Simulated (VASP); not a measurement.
# Bi (Im-3m) in VASP: a series of runs, part 2 of 2

VASP 6.6.1. Earlier steps stand in the parts before.

## (3) Single point, r2SCAN

This run uses another cell than the first one, of 32.36 Å³/atom, 1.040 times its volume.

The input, POSCAR:

```
Bi
1.0
   -2.0075049763      2.0075049763      2.0075049763
    2.0075049763     -2.0075049763      2.0075049763
    2.0075049763      2.0075049763     -2.0075049763
Bi
1
Direct
    0.0000000000      0.0000000000      0.0000000000
```

The input, INCAR.step1:

```
  PREC = Accurate
  ENCUT = 520
  ISMEAR = -1
  SIGMA = 0.05
  LREAL = False
  LASPH = True
  NELM = 80
  NBANDS = 14
  GGA = PE
  ALGO = Normal
  EDIFF = 1E-4
  LWAVE = True
  LCHARG = False
```

The input, INCAR.step2:

```
  PREC = Accurate
  ENCUT = 520
  EDIFF = 1E-6
  ISMEAR = -1
  SIGMA = 0.05
  LREAL = False
  LASPH = True
  NELM = 80
  ALGO = Normal
  ISIF = 2
  LWAVE = False
  LCHARG = False
  METAGGA = R2SCAN
  LMIXTAU = True
  NBANDS = 14
  ISTART = 1
```

The input, KPOINTS:

```
regular mesh
0
Gamma
  9 9 9
```

Potentials or basis: VASP PAW PBE potentials, release 64 (Bi_d).

Launch:

```sh
$ cat potpaw_PBE.64/Bi_d/POTCAR > POTCAR
$ cp INCAR.step1 INCAR
$ mpirun -np 1 vasp_std > vasp.out
$ cp INCAR.step2 INCAR
$ mpirun -np 1 vasp_std > vasp.out
```

OUTCAR:

```text
PREC = Accurate
   ENCUT = 520
   EDIFF = 1E-6
   ISMEAR = -1
   LREAL = False
   LASPH = True
   NELM = 80
   ISIF = 2
   METAGGA = R2SCAN
   ISTART = 1

 ion  position               nearest neighbor table
   1  0.000  0.000  0.000-

  LATTYP: Found a body centered cubic cell.
 ALAT       =     4.0150099526

  Lattice vectors:

 A1 = (  -2.0075049763,   2.0075049763,   2.0075049763)
 A2 = (   2.0075049763,  -2.0075049763,   2.0075049763)
 A3 = (   2.0075049763,   2.0075049763,  -2.0075049763)

Analysis of symmetry for initial positions (statically):
=====================================================================
 Subroutine PRICEL returns:
 Original cell was already a primitive cell.

 Routine SETGRP: Setting up the symmetry group for a
 body centered cubic supercell.

 Subroutine GETGRP returns: Found 48 space group operations
[... 9 lines left out ...]

 Routine SETGRP: Setting up the symmetry group for a
 body centered cubic supercell.

 Subroutine GETGRP returns: Found 48 space group operations
[... 11 lines left out ...]
                                     Primitive cell

  volume of cell :      32.3616

  direct lattice vectors                    reciprocal lattice vectors
    -2.007504976  2.007504976  2.007504976     0.000000000  0.249065385  0.249065385
     2.007504976 -2.007504976  2.007504976     0.249065385  0.000000000  0.249065385
     2.007504976  2.007504976 -2.007504976     0.249065385  0.249065385  0.000000000

  length of vectors
     3.477100615  3.477100615  3.477100615     0.352231646  0.352231646  0.352231646

  position of ions in fractional coordinates (direct lattice)
     0.000000000  0.000000000  0.000000000

  ion indices of the primitive-cell ions
   primitive index   ion index
                 1           1

----------------------------------------------------------------------------------------

 KPOINTS: regular mesh

Automatic generation of k-mesh.
 Grid dimensions read from file:
 generate k-points for:    9    9    9
[... 84 lines left out ...]
     AMIX_MAG =   1.60;   BMIX_MAG =  1.00
  volume/ion in A,a.u.               =      32.36       218.39
  Fermi-wavevector in a.u.,A,eV,Ry     =   1.266957  2.394202 21.839808  1.605181
  Thomas-Fermi vector in A             =   2.400131
   LORBIT       =      0    0 simple, 1 ext, 2 COOP (PROOUT), +10 PAW based schemes
   METAGGA = R2SCAN    functional components
   LHFCALC =     F    Hartree Fock is set to
   AEXX    =    0.0000 exact exchange contribution
   IVDW    =     0    specifies the selected vdW correction
   LEPSILON=     F    determine dielectric tensor
   LRPA    =     F    only Hartree local field effects (RPA)
 non-spin polarized calculation
  energy-cutoff  :      520.00
  volume of cell :       32.36
 maximum number of plane-waves:       897
 NGX is ok and might be reduce to    28
   NGX = 13   NGY = 13   NGZ = 13

 number of electron      15.0000004 magnetization

 Free energy of the ion-electron system (eV)
  ---------------------------------------------------
  ext. energy  EPLUGINS =         0.00000000
  ---------------------------------------------------
  free energy    TOTEN  =       -58.28088492 eV

  energy without entropy =      -58.27725417  energy(sigma->0) =      -58.27906954

 E-fermi :   7.3734     XC(G=0): -10.8524

 val. band max:        7.3374142384   @ k =   0.2222   0.0000   0.0000
 cond. band min:       7.3774128394   @ k =  -0.2222   0.2222   0.1111
 fundamental gap:      0.0399986010
 Fermi energy:         7.3733802632

 k-point     1 :       0.0000    0.0000    0.0000
  band No.  band energies     occupation
      1     -16.3622      2.00000
      2     -16.3622      2.00000
      3     -16.3622      2.00000
      4     -16.2367      2.00000
      5     -16.2367      2.00000
      6      -6.4969      2.00000
      7      12.4050      0.00000
      8      12.4050      0.00000
      9      12.4050      0.00000
     10      16.9590      0.00000
     11      18.6222      0.00000
     12      18.6222      0.00000
     13      18.6222      0.00000
     14      19.2678      0.00000
[... 377 lines left out ...]
      1     -16.3508      2.00000
      2     -16.3166      2.00000
      3     -16.2768      2.00000
      4     -16.2407      2.00000
      5     -16.1678      2.00000
      6      -3.0491      2.00000
      7       2.9805      2.00000
      8       6.4976      2.00000
      9       9.9959      0.00000
     10      15.1671      0.00000
     11      16.6760      0.00000
     12      17.8568      0.00000
     13      19.2504      0.00000
     14      25.8183      0.00000

 [... further k-points ...]
[... 5 lines left out ...]
  --------------------------------------------------------------------------------------
  -------------------------------------------------------------------------------------
  Total       -0.4135555     -0.4135555     -0.4135555     -0.0000000      0.0000000      0.0000000
  in kB      -20.4745562    -20.4745562    -20.4745562     -0.0000000      0.0000000      0.0000000
  external PRESSURE =     -20.4745562 kB  Pullay stress =       0.0000000 kB

 VOLUME and BASIS-vectors are now :
 -----------------------------------------------------------------------------
  energy-cutoff  :      520.00
  volume of cell :       32.36
      direct lattice vectors                 reciprocal lattice vectors
    -2.007504976  2.007504976  2.007504976     0.000000000  0.249065385  0.249065385
     2.007504976 -2.007504976  2.007504976     0.249065385  0.000000000  0.249065385
     2.007504976  2.007504976 -2.007504976     0.249065385  0.249065385  0.000000000

 POSITION                                       TOTAL-FORCE (eV/Angst)
 -----------------------------------------------------------------------------------
      0.00000      0.00000      0.00000        -0.000000     -0.000000     -0.000000
 -----------------------------------------------------------------------------------
    total drift:                               -0.000000     -0.000000     -0.000000

  FREE ENERGIE OF THE ION-ELECTRON SYSTEM (eV)
  ---------------------------------------------------
  free  energy   TOTEN  =       -58.2808849165 eV

  energy  without entropy=      -58.2772541661  energy(sigma->0) =      -58.27906954
```

OUTCAR.step1:

```text
PREC = Accurate
   ENCUT = 520
   ISMEAR = -1
   LREAL = False
   LASPH = True
   NELM = 80
[... 623 lines left out ...]
 POSITION                                       TOTAL-FORCE (eV/Angst)
 -----------------------------------------------------------------------------------
      0.00000      0.00000      0.00000         0.000000      0.000000      0.000000
 -----------------------------------------------------------------------------------
    total drift:                               -0.000000     -0.000000     -0.000000

  FREE ENERGIE OF THE ION-ELECTRON SYSTEM (eV)
  ---------------------------------------------------
  free  energy   TOTEN  =        -3.7685311017 eV

  energy  without entropy=       -3.7638909393  energy(sigma->0) =       -3.76621102
```

OSZICAR.step1:

```text
N       E                     dE             d eps       ncg     rms          rms(c)
DAV:   1     0.119109644828E+03    0.11911E+03   -0.76986E+03   986   0.121E+03
DAV:   2     0.334897457475E+01   -0.11576E+03   -0.11191E+03  1088   0.345E+02
DAV:   3    -0.360329021003E+01   -0.69523E+01   -0.69197E+01  1244   0.818E+01
DAV:   4    -0.376433881691E+01   -0.16105E+00   -0.16100E+00  1212   0.136E+01
DAV:   5    -0.377104294205E+01   -0.67041E-02   -0.67040E-02  1388   0.255E+00    0.459E-01
DAV:   6    -0.376835359963E+01    0.26893E-02   -0.88173E-03  1336   0.117E+00    0.280E-01
DAV:   7    -0.376844207835E+01   -0.88479E-04   -0.55400E-03  1304   0.981E-01    0.829E-02
DAV:   8    -0.376853110168E+01   -0.89023E-04   -0.62136E-04  1280   0.365E-01
   1 F= -.37685311E+01 E0= -.37662110E+01  d E =-.464016E-02
```

Wall time 30 s (1 thread of Intel Xeon 6975P-C (Granite Rapids), shared host); peak memory 0.16 GiB.

Results:

```yaml
Free_energy: -58.2809 eV
Pressure: -2.0 GPa
```

Caveat: the PAW data sets were made with another functional, which shifts forces and pressure a little; spin-orbit coupling is left out, which moves the levels of the heavy elements.
